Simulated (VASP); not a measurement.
Input of a VASP 6.6.1 run:

POSCAR

```
InAs
1.0
    0.0000000000      3.0944669362      3.0944669362
    3.0944669362      0.0000000000      3.0944669362
    3.0944669362      3.0944669362      0.0000000000
In As
1 1
Direct
    0.0000000000      0.0000000000      0.0000000000
    0.2500000000      0.2500000000      0.2500000000
```

Contents of INCAR.step1:

```
ALGO = Normal
EDIFF = 1E-4
ENCUT = 600
GGA = PE
ISMEAR = -1
LASPH = T
LCHARG = F
LREAL = F
LWAVE = T
NELM = 100
PREC = Accurate
SIGMA = 0.02
```

INCAR.step2

```
ALGO = Normal
EDIFF = 1E-6
EDIFFG = -0.005
ENCUT = 600
IBRION = 2
ISIF = 3
ISMEAR = -1
ISTART = 1
LASPH = T
LCHARG = F
LMIXTAU = T
LREAL = F
LWAVE = F
METAGGA = R2SCAN
NELM = 100
NSW = 80
PREC = Accurate
SIGMA = 0.02
```

File KPOINTS:

```
k-points
0
Gamma
  6 6 6
```

Potentials or basis: VASP PAW PBE potentials, release 64 (In_d, As).

Command:

```sh
$ cat potpaw_PBE.64/In_d/POTCAR potpaw_PBE.64/As/POTCAR > POTCAR
$ cp INCAR.step1 INCAR
$ mpirun -np 1 vasp_std > vasp.out
$ cp INCAR.step2 INCAR
$ mpirun -np 1 vasp_std > vasp.out
```

Task: Estimate the space group after relaxing (to 0.1 Å).

Result: F-43m (No. 216).

Task: Predict the band gap on the k mesh.

Result: 0.07 eV.

Task: Estimate the relaxed volume.

Result: 28.52 Å³/atom.

Task: Estimate the relaxed cell.

Result: a = 4.321 Å, b = 4.321 Å, c = 4.321 Å, α = 60.00°, β = 60.00°, γ = 60.00°.

Final structure:
```xyz
2
Lattice="0.0000 3.0552 3.0552 3.0552 0.0000 3.0552 3.0552 3.0552 0.0000" Properties=species:S:1:pos:R:3 pbc="T T T"
In    0.0000    0.0000    0.0000
As    1.5276    1.5276    1.5276
```

Caveat: the PAW data sets were made with another functional, which shifts forces and pressure a little; spin-orbit coupling is left out, which moves the levels of the heavy elements.
